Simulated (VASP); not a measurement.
# Li4Nb4O11 (a cell with a defect) in VASP: a series of runs

Runs on Li4Nb4O11 (a cell with a defect). Level: PBEsol. Tasks: single point.

All numbers are computed with VASP 6.6.1; they aren't measurements. Logs are shortened: lines on timing, memory, paths and dates and some standing lists are left out, and cuts for length are marked.

## 1. The cell of the first run

The cell holds a defect, 19 atoms: a = 5.183 Å, b = 5.445 Å, c = 7.517 Å, α = 93.91°, β = 90.00°, γ = 90.00°.

## 2. Single point, PBEsol

INCAR

```
SYSTEM = Li4Nb4O11
  ALGO = Normal
  EDIFF = 1E-6
  ENCUT = 520
  GGA = PS
  ISIF = 2
  ISMEAR = 0
  LASPH = .True.
  LCHARG = .False.
  LREAL = Auto
  LWAVE = .False.
  NBANDS = 80
  NELECT = 128.0
  NELM = 100
  PREC = Accurate
  SIGMA = 0.05
```

KPOINTS

```
k-points
0
Gamma
  4 4 4
  0 0 0
```

POSCAR

```
Li4Nb4O11
1.0
    5.1825903872      0.0000000000      0.0000000000
    0.0000000000      2.9921699552     -4.5492247954
    0.0000000000      5.9843399104      4.5492247953
Li Nb O
4 4 11
Direct
    0.0000000000      0.5000000000      0.2500000000
    0.5000000000      0.0000000000      0.7500000000
    0.0000000000      0.5000000000      0.7500000000
    0.5000000000      0.0000000000      0.2500000000
    0.0000000000      0.0000000000      0.0000000000
    0.5000000000      0.5000000000      0.5000000000
    0.0000000000      0.0000000000      0.5000000000
    0.5000000000      0.5000000000      0.0000000000
    0.8795714442      0.0000000000      0.2500000000
    0.3795714442      0.5000000000      0.7500000000
    0.8102142779      0.6897857221      0.9397857221
    0.8102142779      0.3102142779      0.5602142779
    0.3102142779      0.8102142779      0.0602142779
    0.1204285558      0.0000000000      0.7500000000
    0.6204285558      0.5000000000      0.2500000000
    0.6897857221      0.8102142779      0.5602142779
    0.1897857221      0.3102142779      0.0602142779
    0.1659832895      0.5968616723      0.4397857221
    0.6897857221      0.1897857221      0.9397857221
```

Potentials or basis: VASP PAW PBE potentials, release 64 (Li_sv, Nb_sv, O).

On the command line:

```sh
> cat potpaw_PBE.64/Li_sv/POTCAR potpaw_PBE.64/Nb_sv/POTCAR potpaw_PBE.64/O/POTCAR > POTCAR
> mpirun -np 1 vasp_std > vasp.out
```

OUTCAR:

```text
SYSTEM = Li4Nb4O11
   EDIFF = 1E-6
   ENCUT = 520
   GGA = PS
   ISIF = 2
   ISMEAR = 0
   LASPH = .True.
   LREAL = Auto
   NELECT = 128.0
   NELM = 100
   PREC = Accurate

 ion  position               nearest neighbor table
   1  0.000  0.500  0.250-  18 1.72  15 1.97  17 1.97
   2  0.500  0.000  0.750-  14 1.97  16 1.97  19 1.97
   3  0.000  0.500  0.750-  10 1.97  11 1.97  12 1.97
   4  0.500  0.000  0.250-   9 1.97  13 1.97
   5  0.000  0.000  0.000-  13 1.98  19 1.98  14 1.98   9 1.98  17 1.98  11 1.98
   6  0.500  0.500  0.500-  18 1.87  12 1.98  15 1.98  10 1.98  16 1.98
   7  0.000  0.000  0.500-  16 1.98  14 1.98   9 1.98  12 1.98  18 2.37
   8  0.500  0.500  0.000-  11 1.98  17 1.98  15 1.98  10 1.98  13 1.98  19 1.98
   9  0.880  0.000  0.250-   4 1.97   5 1.98   7 1.98
  10  0.380  0.500  0.750-   3 1.97   6 1.98   8 1.98
  11  0.810  0.690  0.940-   3 1.97   8 1.98   5 1.98
  12  0.810  0.310  0.560-   3 1.97   6 1.98   7 1.98
  13  0.310  0.810  0.060-   4 1.97   5 1.98   8 1.98
  14  0.120  0.000  0.750-   2 1.97   5 1.98   7 1.98
  15  0.620  0.500  0.250-   1 1.97   6 1.98   8 1.98
  16  0.690  0.810  0.560-   2 1.97   7 1.98   6 1.98
  17  0.190  0.310  0.060-   1 1.97   8 1.98   5 1.98
  18  0.166  0.597  0.440-   1 1.72   6 1.87   7 2.37
  19  0.690  0.190  0.940-   2 1.97   5 1.98   8 1.98

  LATTYP: Found a simple monoclinic cell.
 ALAT       =     5.4450461228
 B/A-ratio  =     0.9517991713
 C/A-ratio  =     1.3805512169
 COS(beta)  =    -0.0681454888

  Lattice vectors:

 A1 = (   0.0000000000,   2.9921699552,  -4.5492247954)
 A2 = (  -5.1825903872,   0.0000000000,   0.0000000000)
 A3 = (   0.0000000000,   5.9843399104,   4.5492247953)

Analysis of symmetry for initial positions (statically):
=====================================================================
 Subroutine PRICEL returns:
 Original cell was already a primitive cell.

 Routine SETGRP: Setting up the symmetry group for a
 simple monoclinic supercell.

 Subroutine GETGRP returns: Found  1 space group operations
 (whereof  1 operations were pure point group operations)
 out of a pool of  4 trial point group operations.

The static configuration has the point symmetry C_1 .

Analysis of symmetry for dynamics (positions and initial velocities):
=====================================================================
 Subroutine PRICEL returns:
 Original cell was already a primitive cell.

 Routine SETGRP: Setting up the symmetry group for a
 simple monoclinic supercell.

 Subroutine GETGRP returns: Found  1 space group operations
 (whereof  1 operations were pure point group operations)
 out of a pool of  4 trial point group operations.

The dynamic configuration has the point symmetry C_1 .

 Subroutine INISYM returns: Found  1 space group operations
 (whereof  1 operations are pure point group operations),
 and found     1 'primitive' translations

----------------------------------------------------------------------------------------

                                     Primitive cell

  volume of cell :     211.6371

  direct lattice vectors                    reciprocal lattice vectors
     5.182590387  0.000000000  0.000000000     0.192953702  0.000000000  0.000000000
     0.000000000  2.992169955 -4.549224795     0.000000000  0.111401872 -0.146545114
     0.000000000  5.984339910  4.549224795     0.000000000  0.111401872  0.073272557

  length of vectors
     5.182590387  5.445046123  7.517165051     0.192953702  0.184081089  0.133338834

  position of ions in fractional coordinates (direct lattice)
     0.000000000  0.500000000  0.250000000
     0.500000000  0.000000000  0.750000000
     0.000000000  0.500000000  0.750000000
     0.500000000  0.000000000  0.250000000
     0.000000000  0.000000000  0.000000000
     0.500000000  0.500000000  0.500000000
[... 11 lines left out ...]
     0.165983289  0.596861672  0.439785722
     0.689785722  0.189785722  0.939785722

  ion indices of the primitive-cell ions
   primitive index   ion index
                 1           1
                 2           2
                 3           3
                 4           4
                 5           5
                 6           6
[... 11 lines left out ...]
                18          18
                19          19

----------------------------------------------------------------------------------------

 KPOINTS: k-points

Automatic generation of k-mesh.
 Grid dimensions read from file:
 generate k-points for:    4    4    4

 Generating k-lattice:

  Cartesian coordinates                     Fractional coordinates (reciprocal lattice)
     0.048238425  0.000000000  0.000000000     0.250000000  0.000000000  0.000000000
     0.000000000  0.027850468 -0.036636279     0.000000000  0.250000000  0.000000000
     0.000000000  0.027850468  0.018318139     0.000000000  0.000000000  0.250000000

  Length of vectors
     0.048238425  0.046020272  0.033334708

  Shift w.r.t. Gamma in fractional coordinates (k-lattice)
     0.000000000  0.000000000  0.000000000

 Subroutine IBZKPT returns following result:
 ===========================================

 Found     36 irreducible k-points:

 Following reciprocal coordinates:
            Coordinates               Weight
  0.000000  0.000000  0.000000      1.000000
  0.250000  0.000000  0.000000      2.000000
  0.500000  0.000000  0.000000      1.000000
  0.000000  0.250000  0.000000      2.000000
  0.250000  0.250000  0.000000      2.000000
  0.250000 -0.250000 -0.000000      2.000000
[... 16 lines left out ...]
  0.000000 -0.250000  0.250000      2.000000
  0.250000 -0.250000  0.250000      2.000000
 [... further k-points ...]
   k-points           NKPTS =     36   k-points in BZ     NKDIM =     36   number of bands    NBANDS=     80
   number of dos      NEDOS =    301   number of ions     NIONS =     19
   total plane-waves  NPLWV =  89600
   dimension x,y,z NGX =    40 NGY =   40 NGZ =   56
   dimension x,y,z NGXF=    80 NGYF=   80 NGZF=  112
   ions per type =               4   4  11
   NGX,Y,Z   is equivalent  to a cutoff of  12.83, 12.21, 12.38 a.u.
   NGXF,Y,Z  is equivalent  to a cutoff of  25.66, 24.43, 24.77 a.u.
 SYSTEM =  Li4Nb4O11
   PREC   = accura    normal or accurate (medium, high low for compatibility)
   ISTART =      0    job   : 0-new  1-cont  2-samecut
   ICHARG =      2    charge: 1-file 2-atom 10-const
   ISPIN  =      1    spin polarized calculation?
   LNONCOLLINEAR =      F non collinear calculations
   LSORBIT =      F    spin-orbit coupling
   LASPH  =      T    aspherical Exc in radial PAW
   ENCUT  =  520.0 eV  38.22 Ry    6.18 a.u.   9.64 10.12 13.98*2*pi/ulx,y,z
   NELM   =    100;   NELMIN=  2; NELMDL= -5     # of ELM steps
   EDIFF  = 0.1E-05   stopping-criterion for ELM
   LREAL  =      T    real-space projection
   EDIFFG = 0.1E-04   stopping-criterion for IOM
   NSW    =      0    number of steps for IOM
   IBRION =     -1    ionic relax: 0-MD 1-quasi-New 2-CG
   NFREE  =      0    steps in history (QN), initial steepest desc. (CG)
   ISIF   =      2    stress and relaxation
   ISYM   =      2    0-nonsym 1-usesym 2-fastsym
   POTIM  = 0.5000    time-step for ionic-motion
   TEBEG  =    0.0;   TEEND  =   0.0 temperature during run
   PSTRESS=    0.0 pullay stress
   NELECT =     128.0000    total number of electrons
   NUPDOWN=      -1.0000    fix difference up-down
   EMIN   =  10.00;   EMAX   =-10.00  energy-range for DOS
   EFERMI =   0.00;   METHOD = LEGACY
   ISMEAR =     0;   SIGMA  =   0.05  broadening in eV -4-tet -1-fermi 0-gaus
   EFERMI_NEDOS =   21; number of points for ismear=-14 and -15
   IALGO  =     38    algorithm
   IMIX   =      4    mixing-type and parameters
     AMIX     =   0.40;   BMIX     =  1.00
     AMIX_MAG =   1.60;   BMIX_MAG =  1.00
  volume/ion in A,a.u.               =      11.14        75.17
  Fermi-wavevector in a.u.,A,eV,Ry     =   1.384462  2.616253 26.078745  1.916734
  Thomas-Fermi vector in A             =   2.508963
   LORBIT       =      0    0 simple, 1 ext, 2 COOP (PROOUT), +10 PAW based schemes
   GGA     = PS    functional components
   LHFCALC =     F    Hartree Fock is set to
   AEXX    =    0.0000 exact exchange contribution
   IVDW    =     0    specifies the selected vdW correction
   LEPSILON=     F    determine dielectric tensor
   LRPA    =     F    only Hartree local field effects (RPA)
 non-spin polarized calculation
 Gauss-broadening in eV      SIGMA  =   0.05
  energy-cutoff  :      520.00
  volume of cell :      211.64
 maximum number of plane-waves:      5740
 NGX is ok and might be reduce to    40
   NGX = 19   NGY = 21   NGZ = 27

 number of electron     127.9999969 magnetization

 Free energy of the ion-electron system (eV)
  ---------------------------------------------------
  ext. energy  EPLUGINS =         0.00000000
  ---------------------------------------------------
  free energy    TOTEN  =      -165.33518397 eV

  energy without entropy =     -165.33518397  energy(sigma->0) =     -165.33518397

 E-fermi :   4.3266     XC(G=0): -10.6901

 val. band max:        4.0080317072   @ k =   0.2500   0.0000   0.5000
 cond. band min:       4.5579792100   @ k =   0.2500  -0.2500   0.5000
 fundamental gap:      0.5499475028
 Fermi energy:         4.3266482427

 k-point     1 :       0.0000    0.0000    0.0000
  band No.  band energies     occupation
      1     -52.0640      2.00000
      2     -51.2127      2.00000
      3     -50.3307      2.00000
      4     -50.2069      2.00000
      5     -39.3949      2.00000
      6     -38.2681      2.00000
[... 68 lines left out ...]
     75       8.6609      0.00000
     76       8.7434      0.00000

 k-point     2 :       0.2500    0.0000    0.0000
  band No.  band energies     occupation
      1     -52.0640      2.00000
      2     -51.2127      2.00000
      3     -50.3306      2.00000
      4     -50.2071      2.00000
      5     -39.3949      2.00000
      6     -38.2681      2.00000
[... 1730 lines left out ...]
 k-point    24 :       0.2500   -0.2500    0.2500
  band No.  band energies     occupation
      1     -52.0640      2.00000
      2     -51.2127      2.00000
      3     -50.3306      2.00000
      4     -50.2071      2.00000
      5     -39.3949      2.00000
      6     -38.2681      2.00000
[... 68 lines left out ...]
     75       8.5719      0.00000
     76       8.7098      0.00000

 [... further k-points ...]

 [bands above 76 left out]

------------------------ aborting loop because EDIFF is reached ----------------------------------------

  FORCE on cell =-STRESS in cart. coord.  units (eV):
  Direction    XX          YY          ZZ          XY          YZ          ZX
  --------------------------------------------------------------------------------------
  -------------------------------------------------------------------------------------
  Total      -22.1803923    -23.7913983    -25.2997579      0.9875272      1.9480095     -1.2153171
  in kB     -167.9144263   -180.1103854   -191.5292699      7.4759752     14.7472098     -9.2004360
  external PRESSURE =    -179.8513605 kB  Pullay stress =       0.0000000 kB

 VOLUME and BASIS-vectors are now :
 -----------------------------------------------------------------------------
  energy-cutoff  :      520.00
  volume of cell :      211.64
      direct lattice vectors                 reciprocal lattice vectors
     5.182590387  0.000000000  0.000000000     0.192953702  0.000000000  0.000000000
     0.000000000  2.992169955 -4.549224795     0.000000000  0.111401872 -0.146545114
     0.000000000  5.984339910  4.549224795     0.000000000  0.111401872  0.073272557

 POSITION                                       TOTAL-FORCE (eV/Angst)
 -----------------------------------------------------------------------------------
      0.00000      2.99217     -1.13731        -0.733581     -1.353241     -0.702520
      2.59130      4.48825      3.41192         0.257755      0.688312      0.585944
      0.00000      5.98434      1.13731         0.044129      0.366860      0.162935
      2.59130      1.49608      1.13731         0.575775     -1.257748     -0.471302
      0.00000      0.00000      0.00000        -0.194958     -0.128724     -0.108750
      2.59130      4.48825     -0.00000         1.536843      2.547756     -2.600202
[... 11 lines left out ...]
      0.86022      4.41774     -0.71457         0.523391      1.705625     -0.938133
      3.57488      6.19187      3.41192         0.230453      0.039711      0.121328
 -----------------------------------------------------------------------------------
    total drift:                               -0.000791     -0.000293      0.000705

  FREE ENERGIE OF THE ION-ELECTRON SYSTEM (eV)
  ---------------------------------------------------
  free  energy   TOTEN  =      -165.3351839701 eV

  energy  without entropy=     -165.3351839701  energy(sigma->0) =     -165.33518397
```

Run time: 15 min. Hardware: 1 thread of Intel Xeon Platinum 8259CL at 2.50GHz (Skylake/Cascade Lake), shared host; peak memory 0.52 GiB.

Results:

```
Free energy   : -165.3352 eV
Largest force : 5.194 eV/Å
```

Forces on the atoms (eV/Å):
```
Li  -0.734 -1.353 -0.703
Li   0.258  0.688  0.586
Li   0.044  0.367  0.163
Li   0.576 -1.258 -0.471
Nb  -0.195 -0.129 -0.109
Nb   1.537  2.548 -2.600
Nb  -4.740  0.312  2.101
Nb   0.145 -0.229 -0.086
O    1.084  2.086  1.492
O    0.326 -1.531 -0.461
O   -0.003  0.204 -0.237
O    0.751 -2.024  1.840
O   -0.083  0.300  0.011
O    0.314 -2.510 -1.949
O   -0.437  1.119  1.585
O    0.370 -0.237 -0.703
O    0.032 -0.100  0.358
O    0.523  1.706 -0.938
O    0.230  0.040  0.121
```

Levels at points of the mesh, in eV from the Fermi level:
```tsv
k point	band 62	band 63	band 64	band 65	band 66	band 67
(0.00, 0.00, 0.00)	-0.52	-0.51	-0.39	0.27	1.05	1.45
(0.50, 0.00, 0.00)	-0.97	-0.47	-0.40	0.72	1.47	1.63
(0.00, 0.50, 0.00)	-1.01	-0.49	-0.49	1.11	1.52	1.70
(0.50, 0.50, 0.00)	-0.99	-0.93	-0.91	0.50	1.33	1.43
(0.00, 0.00, 0.50)	-0.50	-0.43	-0.36	0.25	1.04	2.00
(0.50, 0.00, 0.50)	-0.78	-0.47	-0.40	0.70	1.46	1.92
(0.00, 0.50, 0.50)	-0.84	-0.49	-0.47	1.12	1.45	2.03
(0.50, 0.50, 0.50)	-1.00	-0.98	-0.91	0.49	1.36	1.97
```

Caveat: the cell carries a net charge on a neutralising background, which shifts energy and pressure; the cell differs from its parent crystal (atoms taken out, atom 18 moved 0.167 of the way to it and -0.233 Å across, host rigid); the cell is charged against a uniform background, so pressure and absolute levels hang on convention; the cutoff is under 1.25 times the usual one of these potentials, so pressure, stress and relaxed cells hold a basis-set (Pulay) error; the PAW data sets were made with another functional, which shifts forces and pressure a little.

## 3. Single point, PBEsol

INCAR

```
SYSTEM = Li4Nb4O11
PREC = Accurate ; ENCUT = 520
EDIFF = 1E-6 ; ISMEAR = 0
SIGMA = 0.05 ; LREAL = Auto
LASPH = .True. ; NELM = 100
ALGO = Normal ; ISIF = 2
LWAVE = .False. ; LCHARG = .False.
GGA = PS ; NELECT = 128.0
NBANDS = 80
```

KPOINTS

```
regular mesh
0
Gamma
  4 4 4
  0 0 0
```

Changes to POSCAR since step 2:

```diff
@@ -25,3 +25,3 @@
     0.1897857221      0.3102142779      0.0602142779
-    0.1659832895      0.5968616723      0.4397857221
+    0.1584864116      0.2444094688      0.4397857221
     0.6897857221      0.1897857221      0.9397857221
```

Potentials or basis: VASP PAW PBE potentials, release 64 (Li_sv, Nb_sv, O).

On the command line:

```sh
> cat potpaw_PBE.64/Li_sv/POTCAR potpaw_PBE.64/Nb_sv/POTCAR potpaw_PBE.64/O/POTCAR > POTCAR
> mpirun -np 1 vasp_std > vasp.out
```

It took 20 min on 1 thread of Intel Xeon Platinum 8259CL at 2.50GHz (Skylake/Cascade Lake), shared host; peak memory 0.52 GiB.

The run converged. Its results:

```
Free energy   : -163.6358 eV
Largest force : 12.106 eV/Å
```

Forces on the atoms (eV/Å):
```
Li  -0.361 -1.128 -0.154
Li   0.136  0.598  0.424
Li  -0.180  0.576  0.566
Li   0.366 -0.710 -0.610
Nb  -0.474  0.199  0.038
Nb   4.392  0.975  2.351
Nb  -4.470 -0.050  4.234
Nb   0.217 -0.513 -0.191
O   -0.176 -0.261  1.695
O   -0.185 -2.070 -1.719
O   -0.249 -0.013  0.116
O   -5.069  1.256 -0.788
O    0.040  0.292  0.371
O    0.304 -1.996 -0.744
O   -1.113  1.841  1.585
O   -2.427 -1.291  0.722
O    0.152  0.142  0.055
O    9.030  1.982 -7.817
O    0.067  0.173 -0.135
```

Levels at points of the mesh, in eV from the Fermi level:
```tsv
k point	band 60	band 61	band 62	band 63	band 64	band 65	band 66	band 67	band 68	band 69
(0.00, 0.00, 0.00)	-1.10	-0.90	-0.58	-0.53	-0.43	0.42	1.51	1.63	1.85	2.11
(0.50, 0.00, 0.00)	-1.29	-1.13	-0.87	-0.54	-0.43	1.06	1.46	1.73	2.01	2.38
(0.00, 0.50, 0.00)	-1.26	-1.14	-0.92	-0.55	-0.51	1.16	1.50	1.79	1.99	2.42
(0.50, 0.50, 0.00)	-1.16	-1.13	-1.05	-0.96	-0.85	0.47	1.54	1.56	1.83	2.22
(0.00, 0.00, 0.50)	-1.13	-1.02	-0.54	-0.48	-0.39	0.34	1.82	2.17	2.34	2.40
(0.50, 0.00, 0.50)	-0.94	-0.90	-0.77	-0.54	-0.43	1.03	1.45	2.16	2.18	2.65
(0.00, 0.50, 0.50)	-0.97	-0.92	-0.84	-0.55	-0.50	1.05	1.63	2.13	2.24	2.68
(0.50, 0.50, 0.50)	-1.26	-1.10	-1.08	-0.99	-0.94	0.45	1.82	2.17	2.29	2.54
```

Caveat: the cell carries a net charge on a neutralising background, which shifts energy and pressure; the cell differs from its parent crystal (atoms taken out, atom 18 moved 0.833 of the way to it and -0.700 Å across, host rigid); the cell is charged against a uniform background, so pressure and absolute levels hang on convention; the cutoff is under 1.25 times the usual one of these potentials, so pressure, stress and relaxed cells hold a basis-set (Pulay) error; the PAW data sets were made with another functional, which shifts forces and pressure a little.

[end of part 1 of 2]
